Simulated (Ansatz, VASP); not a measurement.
**Al: VASP beside Ansatz**

```
CELL_PARAMETERS angstrom
0.00000 2.02481 2.02481
2.02481 0.00000 2.02481
2.02481 2.02481 0.00000
ATOMIC_POSITIONS crystal
Al 0.00000 0.00000 0.00000
```

Alike in both runs: functional r2SCAN0; k mesh 7 × 7 × 7; occupations gaussian, width 0.1 eV; no spin polarisation.

```csv
,VASP,Ansatz
version,VASP 6.6.1,Ansatz 0.2.0
potentials or method,"VASP PAW PBE potentials, release 64 (Al)",SSSP efficiency PAW
plane-wave cutoff (eV),520,408
valence electrons in the cell,3,3
task,single point,atomic charges
```

```tsv
	VASP	Ansatz	Ansatz less VASP
gap on the k mesh at the Fermi level (eV)	none	none	-
pressure (GPa)	-4.3	-3.9	+0.38
```

VASP's potentials were made for PBE, not for r2SCAN0. A gap of «none» marks a metal or a gap that the smearing closes.

The k mesh is coarse, so the values compare programs but aren't converged.
